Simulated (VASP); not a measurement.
## C: relaxation of cell and atoms with PBE

C:

```
C
1.0
     1.50134   -2.58189    0.00000
     1.50134    2.58189    0.00000
     0.00000    0.00000    4.22413
C
6
Cartesian
  1.5013 0.0000 1.0560
  1.5013 0.0000 3.1681
  0.5929 -0.5463 0.0000
  2.4098 0.5463 0.0000
  0.5929 0.5463 2.1121
  2.4098 -0.5463 2.1121
```

| Property | Result |
| --- | --- |
| Program | VASP 6.6.1 |
| Task | relaxation of cell and atoms |
| Functional | PBE |
| Potentials or basis | VASP PAW PBE potentials, release 64 (C) |
| Cutoff | 600 eV |
| k mesh | 6 × 6 × 4 |
| Occupations | gaussian, width 0.1 eV |
| Spin | no spin polarisation |
| Dipole correction | no |
| Further INCAR settings | ALGO = Normal; EDIFF = 1e-06; IBRION = 2; EDIFFG = -0.04; NSW = 90; ISIF = 3 |

```yaml
Relaxed_volume: 8.27 Å³/atom
Relaxed_cell: a = 3.405 Å, b = 3.405 Å, c = 4.476 Å, α = 90.00°, β = 90.00°, γ = 107.16°
Space_group_after_relaxing_to_0.05_Å: Cccm (No. 66)
Energy_gained_by_relaxing: 978.0 meV/atom
Ionic_steps: 29
Pressure_after_relaxing: 0.2 GPa
Largest_force_after_relaxing: 0.028 eV/Å
Band_gap_on_the_k_mesh: 0.71 eV, indirect (least direct gap 2.19 eV)
```

Forces on the atoms (eV/Å):
```
C    0.000  0.000  0.000
C    0.000  0.000  0.000
C   -0.028  0.000  0.000
C    0.028  0.000  0.000
C   -0.028  0.000  0.000
C    0.028  0.000  0.000
```

Stress tensor (GPa, compression positive):
```
 0.53  0.00  0.00
 0.00 -0.17  0.00
 0.00  0.00  0.25
```

Step by step:
```csv
step,energy change (eV),largest force (eV/Å),pressure (GPa),volume (Å³)
1,0.0000,5.4265,64.56,32.75
2,-0.6947,5.4743,-16.95,44.10
3,-2.7526,2.8830,11.12,38.28
4,-3.5418,2.5210,-16.11,42.65
5,-3.5472,2.3226,-15.17,42.28
6,-4.3448,3.1206,-4.89,43.00
7,-0.9214,22.8185,42.31,44.99
8,-4.5835,5.2709,4.17,43.40
9,-4.9961,4.2914,4.25,43.79
10,-5.3057,2.3984,4.02,44.42
11,-5.3941,1.1202,2.12,44.46
12,-5.4282,0.3177,0.21,44.50
13,-5.4511,0.2789,0.96,44.51
14,-5.5027,0.3523,3.29,44.55
15,-5.5293,0.9508,8.17,44.58
16,-5.5485,0.7723,7.79,44.74
17,-5.5888,0.7164,6.72,45.20
18,-5.5942,1.9243,4.93,46.09
19,-5.6041,1.3764,5.62,45.73
20,-5.6480,1.2170,4.60,46.18
21,-5.7496,0.8520,1.50,47.55
22,-5.8227,0.6895,-5.08,50.24
23,-5.8233,0.6737,-4.00,49.82
24,-5.8495,0.3999,-2.59,49.76
25,-5.8605,0.4314,-1.06,49.68
26,-5.8647,0.3966,0.98,49.52
27,-5.8663,0.1142,0.26,49.58
28,-5.8675,0.0425,0.23,49.59
29,-5.8678,0.0277,0.20,49.59
```

Final structure:
```
C
1.0
     2.02190   -2.74027    0.00000
     2.02190    2.74027    0.00000
     0.00000    0.00000    4.47550
C
6
Direct
  0.50000 0.50000 0.25000
  0.50000 0.50000 0.75000
  0.47601 0.18712 0.00000
  0.52399 0.81288 0.00000
  0.18712 0.47601 0.50000
  0.81288 0.52399 0.50000
```

Levels at points of the mesh, in eV from the valence-band top:
```csv
k point,band 8,band 9,band 10,band 11,band 12,band 13,band 14,band 15,band 16
"(0.00, 0.00, 0.00)",-4.05,-4.00,-3.32,-2.49,-1.85,2.42,5.03,5.59,6.52
"(0.50, 0.00, 0.00)",-6.30,-3.64,-2.79,-1.95,-1.89,1.14,4.77,6.09,7.34
"(0.50, 0.50, 0.00)",-5.40,-4.61,-4.02,-1.89,-1.47,0.71,1.53,8.26,9.29
"(0.00, 0.00, 0.50)",-7.55,-5.99,-5.99,0.00,0.00,3.56,3.56,4.40,4.40
"(0.50, 0.00, 0.50)",-6.19,-5.33,-3.57,-2.26,-1.93,3.74,4.57,5.37,7.63
"(0.50, 0.50, 0.50)",-6.13,-3.65,-3.65,-3.46,-3.46,1.80,1.80,8.15,8.15
```

Run time: 2.3 min on 1 thread of Intel(R) Xeon(R) 6975P-C (Granite Rapids), on a shared host, peak memory 0.16 GiB.

Caveat: the volume moved by over 15 % at a fixed basis, so the end points are rough. A k mesh can miss the band edges.
